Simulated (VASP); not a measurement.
Set up this calculation in VASP 6.6.1, as the native input.

| Item | Value |
| --- | --- |
| Task | single point |
| Functional | PBE |
| Potentials or basis | VASP PAW PBE potentials, release 64 (Ga_d, As) |
| Cutoff | 500 eV |
| k mesh | 10 × 10 × 10 |
| Occupations | gaussian, width 0.03 eV |
| Spin | no spin polarisation |
| Dipole correction | no |
| Further INCAR settings | ALGO = Normal; EDIFF = 1e-06; NBANDS = 16 |

The structure of GaAs lies in POSCAR:

```
GaAs
1.0
    0.0000000000      2.7290576540      2.8726922674
    2.7290576540      0.0000000000      2.8726922674
    2.7290576540      2.7290576540      0.0000000000
Ga As
1 1
Direct
    0.0000000000      0.0000000000      0.0000000000
    0.7500000000      0.7500000000      0.7500000000
```

This cell differs from its parent crystal: strain -0.050 along x and y, +0.000 along z.

The input as run:

INCAR

```
PREC = Accurate ; ENCUT = 500
EDIFF = 1E-6 ; ISMEAR = 0
SIGMA = 0.03 ; LREAL = False
LASPH = True ; NELM = 120
ALGO = Normal ; ISIF = 2
LWAVE = False ; LCHARG = True
GGA = PE ; LELF = True
LVHAR = True ; NBANDS = 16
GGA_COMPAT = False
```

KPOINTS

```
regular mesh
0
Gamma
  10 10 10
```

Potentials or basis: VASP PAW PBE potentials, release 64 (Ga_d, As).

Run with:

```bash
$ cat potpaw_PBE.64/Ga_d/POTCAR potpaw_PBE.64/As/POTCAR > POTCAR
$ mpirun -np 1 vasp_std > vasp.out
```

It gave:

| Quantity | Value |
| --- | --- |
| Pressure | 8.1 GPa |
| Band gap on the k mesh | 0.81 eV, direct |

Caveat: the cell differs from its parent crystal (strain -0.050 along x and y, +0.000 along z).

Run time: 62 s on 1 thread of Intel Xeon 6975P-C, with other jobs on the host, peak memory 0.21 GiB.
